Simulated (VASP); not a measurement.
# ZnSe (F-43m) in VASP: notebook

The runs below take ZnSe through single point, with PBE.

Program: VASP 6.6.1. These are calculated values, not measurements. Logs are shortened: lines on timing, memory, paths and dates and some standing lists are left out, and cuts for length are marked.

**1. The cell of the first run**

The structure is cubic, space group F-43m (No. 216). Conventional cell: a = 5.674 Å, b = 5.674 Å, c = 5.674 Å, α = 90.00°, β = 90.00°, γ = 90.00°. Within 3.2 Å of Zn (site symmetry -43m) lie 4 Se at 2.46 Å. Se (site symmetry -43m) has 4 Zn at 2.46 Å within 3.2 Å.

**2. Single point, PBE (volume scaled by 0.97)**

The input, INCAR:

```
PREC = Accurate
ENCUT = 520
EDIFF = 1E-7
ISMEAR = 0
SIGMA = 0.02
LREAL = F
LASPH = T
NELM = 60
ALGO = Normal
ISIF = 2
LWAVE = F
LCHARG = T
GGA = PE
LELF = T
LVHAR = T
NBANDS = 16
```

The input, KPOINTS:

```
Automatic mesh
0
Gamma
  8 8 8
```

The input, POSCAR:

```
ZnSe
1.0
    0.0000000000      2.8369694752      2.8369694752
    2.8369694752      0.0000000000      2.8369694752
    2.8369694752      2.8369694752      0.0000000000
Zn Se
1 1
Direct
    0.0000000000      0.0000000000      0.0000000000
    0.2500000000      0.2500000000      0.2500000000
```

Potentials or basis: VASP PAW PBE potentials, release 64 (Zn, Se).

The run is started by

```bash
> cat potpaw_PBE.64/Zn/POTCAR potpaw_PBE.64/Se/POTCAR > POTCAR
> mpirun -np 1 vasp_std > vasp.out
```

OUTCAR:

```text
PREC = Accurate
   ENCUT = 520
   EDIFF = 1E-7
   ISMEAR = 0
   LREAL = F
   LASPH = T
   NELM = 60
   ISIF = 2
   GGA = PE

 ion  position               nearest neighbor table
   1  0.000  0.000  0.000-   2 2.46   2 2.46   2 2.46   2 2.46
   2  0.250  0.250  0.250-   1 2.46   1 2.46   1 2.46   1 2.46

  LATTYP: Found a face centered cubic cell.
 ALAT       =     5.6739389504

  Lattice vectors:

 A1 = (   0.0000000000,   2.8369694752,   2.8369694752)
 A2 = (   2.8369694752,   0.0000000000,   2.8369694752)
 A3 = (   2.8369694752,   2.8369694752,   0.0000000000)

Analysis of symmetry for initial positions (statically):
=====================================================================
 Subroutine PRICEL returns:
 Original cell was already a primitive cell.

 Routine SETGRP: Setting up the symmetry group for a
 face centered cubic supercell.

 Subroutine GETGRP returns: Found 24 space group operations
 (whereof 24 operations were pure point group operations)
 out of a pool of 48 trial point group operations.

The static configuration has the point symmetry T_d .

Analysis of symmetry for dynamics (positions and initial velocities):
=====================================================================
 Subroutine PRICEL returns:
 Original cell was already a primitive cell.

 Routine SETGRP: Setting up the symmetry group for a
 face centered cubic supercell.

 Subroutine GETGRP returns: Found 24 space group operations
 (whereof 24 operations were pure point group operations)
 out of a pool of 48 trial point group operations.

The dynamic configuration has the point symmetry T_d .

 Subroutine INISYM returns: Found 24 space group operations
 (whereof 24 operations are pure point group operations),
 and found     1 'primitive' translations

----------------------------------------------------------------------------------------

                                     Primitive cell

  volume of cell :      45.6661

  direct lattice vectors                    reciprocal lattice vectors
     0.000000000  2.836969475  2.836969475    -0.176244406  0.176244406  0.176244406
     2.836969475  0.000000000  2.836969475     0.176244406 -0.176244406  0.176244406
     2.836969475  2.836969475  0.000000000     0.176244406  0.176244406 -0.176244406

  length of vectors
     4.012080708  4.012080708  4.012080708     0.305264266  0.305264266  0.305264266

  position of ions in fractional coordinates (direct lattice)
     0.000000000  0.000000000  0.000000000
     0.250000000  0.250000000  0.250000000

  ion indices of the primitive-cell ions
   primitive index   ion index
                 1           1
                 2           2

----------------------------------------------------------------------------------------

 KPOINTS: Automatic mesh

Automatic generation of k-mesh.
 Grid dimensions read from file:
 generate k-points for:    8    8    8

 Generating k-lattice:

  Cartesian coordinates                     Fractional coordinates (reciprocal lattice)
    -0.022030551  0.022030551  0.022030551     0.125000000  0.000000000  0.000000000
     0.022030551 -0.022030551  0.022030551     0.000000000  0.125000000  0.000000000
     0.022030551  0.022030551 -0.022030551     0.000000000  0.000000000  0.125000000

  Length of vectors
     0.038158033  0.038158033  0.038158033

  Shift w.r.t. Gamma in fractional coordinates (k-lattice)
     0.000000000  0.000000000  0.000000000

 Subroutine IBZKPT returns following result:
 ===========================================

 Found     29 irreducible k-points:

 Following reciprocal coordinates:
            Coordinates               Weight
  0.000000  0.000000  0.000000      1.000000
  0.125000  0.000000  0.000000      8.000000
  0.250000  0.000000  0.000000      8.000000
  0.375000  0.000000  0.000000      8.000000
  0.500000  0.000000  0.000000      4.000000
  0.125000  0.125000  0.000000      6.000000
[... 16 lines left out ...]
  0.500000  0.250000  0.125000     48.000000
 -0.375000  0.250000  0.125000     24.000000
 [... further k-points ...]
   k-points           NKPTS =     29   k-points in BZ     NKDIM =     29   number of bands    NBANDS=     16
   number of dos      NEDOS =    301   number of ions     NIONS =      2
   total plane-waves  NPLWV =  27000
   dimension x,y,z NGX =    30 NGY =   30 NGZ =   30
   dimension x,y,z NGXF=    60 NGYF=   60 NGZF=   60
   ions per type =               1   1
   NGX,Y,Z   is equivalent  to a cutoff of  12.43, 12.43, 12.43 a.u.
   NGXF,Y,Z  is equivalent  to a cutoff of  24.86, 24.86, 24.86 a.u.
 SYSTEM =  unknown system
   PREC   = accura    normal or accurate (medium, high low for compatibility)
   ISTART =      0    job   : 0-new  1-cont  2-samecut
   ICHARG =      2    charge: 1-file 2-atom 10-const
   ISPIN  =      1    spin polarized calculation?
   LNONCOLLINEAR =      F non collinear calculations
   LSORBIT =      F    spin-orbit coupling
   LASPH  =      T    aspherical Exc in radial PAW
   ENCUT  =  520.0 eV  38.22 Ry    6.18 a.u.   7.46  7.46  7.46*2*pi/ulx,y,z
   NELM   =     60;   NELMIN=  2; NELMDL= -5     # of ELM steps
   EDIFF  = 0.1E-06   stopping-criterion for ELM
   LREAL  =      F    real-space projection
   EDIFFG = 0.1E-05   stopping-criterion for IOM
   NSW    =      0    number of steps for IOM
   IBRION =     -1    ionic relax: 0-MD 1-quasi-New 2-CG
   NFREE  =      0    steps in history (QN), initial steepest desc. (CG)
   ISIF   =      2    stress and relaxation
   ISYM   =      2    0-nonsym 1-usesym 2-fastsym
   POTIM  = 0.5000    time-step for ionic-motion
   TEBEG  =    0.0;   TEEND  =   0.0 temperature during run
   PSTRESS=    0.0 pullay stress
   NELECT =      18.0000    total number of electrons
   NUPDOWN=      -1.0000    fix difference up-down
   EMIN   =  10.00;   EMAX   =-10.00  energy-range for DOS
   EFERMI =   0.00;   METHOD = LEGACY
   ISMEAR =     0;   SIGMA  =   0.02  broadening in eV -4-tet -1-fermi 0-gaus
   EFERMI_NEDOS =   21; number of points for ismear=-14 and -15
   IALGO  =     38    algorithm
   IMIX   =      4    mixing-type and parameters
     AMIX     =   0.40;   BMIX     =  1.00
     AMIX_MAG =   1.60;   BMIX_MAG =  1.00
  volume/ion in A,a.u.               =      22.83       154.09
  Fermi-wavevector in a.u.,A,eV,Ry     =   1.200331  2.268297 19.603198  1.440794
  Thomas-Fermi vector in A             =   2.336170
   LORBIT       =      0    0 simple, 1 ext, 2 COOP (PROOUT), +10 PAW based schemes
   GGA     = PE    functional components
   LHFCALC =     F    Hartree Fock is set to
   AEXX    =    0.0000 exact exchange contribution
   IVDW    =     0    specifies the selected vdW correction
   LEPSILON=     F    determine dielectric tensor
   LRPA    =     F    only Hartree local field effects (RPA)
 non-spin polarized calculation
 Gauss-broadening in eV      SIGMA  =   0.02
  energy-cutoff  :      520.00
  volume of cell :       45.67
 maximum number of plane-waves:      1249
 NGX is ok and might be reduce to    30
   NGX = 15   NGY = 15   NGZ = 15

 number of electron      18.0000014 magnetization

 Free energy of the ion-electron system (eV)
  ---------------------------------------------------
  ext. energy  EPLUGINS =         0.00000000
  ---------------------------------------------------
  free energy    TOTEN  =        -6.02225048 eV

  energy without entropy =       -6.02225048  energy(sigma->0) =       -6.02225048

 E-fermi :   1.6978     XC(G=0):  -9.3063

 val. band max:        1.5845054262   @ k =   0.0000   0.0000   0.0000
 cond. band min:       2.8612632104   @ k =   0.0000   0.0000   0.0000
 fundamental gap:      1.2767577842
 Fermi energy:         1.6978077601

 k-point     1 :       0.0000    0.0000    0.0000
  band No.  band energies     occupation
      1     -11.6531      2.00000
      2      -4.9492      2.00000
      3      -4.9492      2.00000
      4      -4.9492      2.00000
      5      -4.5825      2.00000
      6      -4.5825      2.00000
[... 8 lines left out ...]
     15      13.0378      0.00000
     16      13.0378      0.00000

 k-point     2 :       0.1250    0.0000    0.0000
  band No.  band energies     occupation
      1     -11.5531      2.00000
      2      -4.9421      2.00000
      3      -4.9335      2.00000
      4      -4.9335      2.00000
      5      -4.5839      2.00000
      6      -4.5839      2.00000
[... 8 lines left out ...]
     15      12.2585      0.00000
     16      12.3638      0.00000

 k-point     3 :       0.2500    0.0000    0.0000
  band No.  band energies     occupation
      1     -11.2935      2.00000
      2      -4.8989      2.00000
      3      -4.8989      2.00000
      4      -4.8864      2.00000
      5      -4.5824      2.00000
      6      -4.5824      2.00000
[... 8 lines left out ...]
     15      12.0221      0.00000
     16      12.2990      0.00000

 k-point     4 :       0.3750    0.0000    0.0000
  band No.  band energies     occupation
      1     -11.0022      2.00000
      2      -4.8712      2.00000
      3      -4.8712      2.00000
      4      -4.6925      2.00000
      5      -4.5719      2.00000
      6      -4.5719      2.00000
[... 8 lines left out ...]
     15      13.1313      0.00000
     16      13.1313      0.00000
[... 324 lines left out ...]
 k-point    22 :       0.3750    0.2500    0.1250
  band No.  band energies     occupation
      1     -11.0905      2.00000
      2      -4.9061      2.00000
      3      -4.8477      2.00000
      4      -4.8203      2.00000
      5      -4.5965      2.00000
      6      -4.5579      2.00000
[... 8 lines left out ...]
     15      13.8371      0.00000
     16      15.0168      0.00000

 k-point    23 :       0.5000    0.2500    0.1250
  band No.  band energies     occupation
      1     -10.8472      2.00000
      2      -4.8544      2.00000
      3      -4.8236      2.00000
      4      -4.6922      2.00000
      5      -4.5702      2.00000
      6      -4.5182      2.00000
[... 8 lines left out ...]
     15      14.1650      0.00000
     16      15.2760      0.00000

 k-point    24 :      -0.3750    0.2500    0.1250
  band No.  band energies     occupation
      1     -10.7391      2.00000
      2      -4.8463      2.00000
      3      -4.8095      2.00000
      4      -4.6138      2.00000
      5      -4.5755      2.00000
      6      -4.3749      2.00000
[... 8 lines left out ...]
     15      14.3226      0.00000
     16      15.1362      0.00000

 [... further k-points ...]

------------------------ aborting loop because EDIFF is reached ----------------------------------------

  FORCE on cell =-STRESS in cart. coord.  units (eV):
  Direction    XX          YY          ZZ          XY          YZ          ZX
  --------------------------------------------------------------------------------------
  -------------------------------------------------------------------------------------
  Total        0.6032263      0.6032263      0.6032263      0.0000000     -0.0000000     -0.0000000
  in kB       21.1639568     21.1639568     21.1639568      0.0000000     -0.0000000     -0.0000000
  external PRESSURE =      21.1639568 kB  Pullay stress =       0.0000000 kB

 VOLUME and BASIS-vectors are now :
 -----------------------------------------------------------------------------
  energy-cutoff  :      520.00
  volume of cell :       45.67
      direct lattice vectors                 reciprocal lattice vectors
     0.000000000  2.836969475  2.836969475    -0.176244406  0.176244406  0.176244406
     2.836969475  0.000000000  2.836969475     0.176244406 -0.176244406  0.176244406
     2.836969475  2.836969475  0.000000000     0.176244406  0.176244406 -0.176244406

 POSITION                                       TOTAL-FORCE (eV/Angst)
 -----------------------------------------------------------------------------------
      0.00000      0.00000      0.00000        -0.000000     -0.000000     -0.000000
      1.41848      1.41848      1.41848         0.000000      0.000000      0.000000
 -----------------------------------------------------------------------------------
    total drift:                               -0.000001     -0.000001     -0.000001

  FREE ENERGIE OF THE ION-ELECTRON SYSTEM (eV)
  ---------------------------------------------------
  free  energy   TOTEN  =        -6.0222504821 eV

  energy  without entropy=       -6.0222504821  energy(sigma->0) =       -6.02225048
```

Wall time 39 s (1 thread of AMD EPYC 7R13, shared host); peak memory 0.15 GiB.

Results:

| Quantity | Value |
| --- | --- |
| Free energy | -6.0223 eV |
| Pressure | 2.1 GPa |
| Band gap on the k mesh | 1.28 eV, direct |

[end of part 1 of 2]
